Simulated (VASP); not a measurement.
Set up this calculation in VASP 6.6.1, as the native input.

```
Task                   : single point
Functional             : LDA
Potentials or basis    : VASP PAW LDA potentials, release 64 (Sn_d, O)
Cutoff                 : 520 eV
k mesh                 : 6 × 6 × 8
Occupations            : gaussian, width 0.05 eV
Spin                   : no spin polarisation
Dipole correction      : no
Further INCAR settings : ALGO = Normal; EDIFF = 1e-06; NBANDS = 35
```

The structure of SnO2 lies in POSCAR:

```
SnO2
1.0
    4.6504524040      0.0000000000      0.0000000000
    0.0000000000      4.6533827826      0.0000000000
    0.0000000000      0.0000000000      3.2378696909
Sn O
2 4
Direct
    0.5000000000      0.5000000000      0.5000000000
    0.0000000000      0.0000000000      0.0000000000
    0.3055669685      0.3065721192      0.0000000000
    0.8055669685      0.1934278808      0.5000000000
    0.1944330315      0.8065721192      0.5000000000
    0.6944330315      0.6934278808      0.0000000000
```

This cell differs from its parent crystal: strain -0.015 along x and y, +0.015 along z.

These files were run (other wordings do the same):

INCAR

```
SYSTEM = SnO2
ALGO = Normal ; EDIFF = 1E-6
ENCUT = 520 ; ISIF = 2
ISMEAR = 0 ; LASPH = .TRUE.
LCHARG = .TRUE. ; LELF = .TRUE.
LREAL = .FALSE. ; LVHAR = .TRUE.
LWAVE = .FALSE. ; NBANDS = 35
NELM = 100 ; PREC = Accurate
SIGMA = 0.05
```

KPOINTS

```
k-points
0
G
  6 6 8
  0 0 0
```

Potentials or basis: VASP PAW LDA potentials, release 64 (Sn_d, O).

Launch:

```console
$ cat potpaw_LDA.64/Sn_d/POTCAR potpaw_LDA.64/O/POTCAR > POTCAR
$ mpirun -np 1 vasp_std > vasp.out
```

Results of the run:

| Quantity | Value |
| --- | --- |
| Pressure | 3.5 GPa |
| Largest force | 0.080 eV/Å |
| Band gap on the k mesh | 1.29 eV |

Caveat: the cell differs from its parent crystal (strain -0.015 along x and y, +0.015 along z); the cell stands under pressure; spin-orbit coupling is left out, which moves the levels of the heavy elements.

Wall time 2.4 min on 1 thread of Intel(R) Xeon(R) Platinum 8259CL CPU @ 2.50GHz (Skylake/Cascade Lake) (shared host), peak memory 0.26 GiB.
